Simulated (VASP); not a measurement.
Wanted: the native input for a VASP 6.6.1 run.

| Property | Result |
| --- | --- |
| Task | single point |
| Functional | LDA |
| Potentials or basis | VASP PAW LDA potentials, release 64 (Cs_sv, Sr_sv, F) |
| Cutoff | 520 eV |
| k mesh | 6 × 6 × 6 |
| Occupations | gaussian, width 0.05 eV |
| Spin | no spin polarisation |
| Dipole correction | no |
| Further INCAR settings | ALGO = Normal; EDIFF = 1e-06; NBANDS = 28 |

The structure of CsSrF3 lies in POSCAR:

```
CsSrF3
1.0
    4.6917983048      0.0000000000      0.0000000000
    0.0000000000      4.6917983048      0.0000000000
    0.0000000000      0.0000000000      4.9061444203
Cs Sr F
1 1 3
Direct
    0.0000000000      0.0000000000      0.0000000000
    0.5000000000      0.5000000000      0.5000000000
    0.0000000000      0.5000000000      0.5000000000
    0.5000000000      0.0000000000      0.5000000000
    0.5000000000      0.5000000000      0.0000000000
```

This cell differs from its parent crystal: strain -0.015 along x and y, +0.030 along z.

These files were run (other wordings do the same):

INCAR

```
SYSTEM = CsSrF3
PREC = Accurate ; ENCUT = 520
EDIFF = 1E-6 ; ISMEAR = 0
SIGMA = 0.05 ; LREAL = .False.
LASPH = .True. ; NELM = 80
ALGO = Normal ; ISIF = 2
LWAVE = .False. ; LCHARG = .False.
GGA = CA ; NBANDS = 28
```

KPOINTS

```
regular mesh
0
Gamma
  6 6 6
  0 0 0
```

Potentials or basis: VASP PAW LDA potentials, release 64 (Cs_sv, Sr_sv, F).

Run with:

```console
$ cat potpaw_LDA.64/Cs_sv/POTCAR potpaw_LDA.64/Sr_sv/POTCAR potpaw_LDA.64/F/POTCAR > POTCAR
$ mpirun -np 1 vasp_std > vasp.out
```

It gave:

| Property | Result |
| --- | --- |
| Pressure | -2.8 GPa |
| Band gap on the k mesh | 6.00 eV, direct |

Caveat: the cell differs from its parent crystal (strain -0.015 along x and y, +0.030 along z); spin-orbit coupling is left out, which moves the levels of the heavy elements.

Run time: 54 s on 1 thread of AMD EPYC 9R45 (Zen 5) (shared host), peak memory 0.22 GiB.
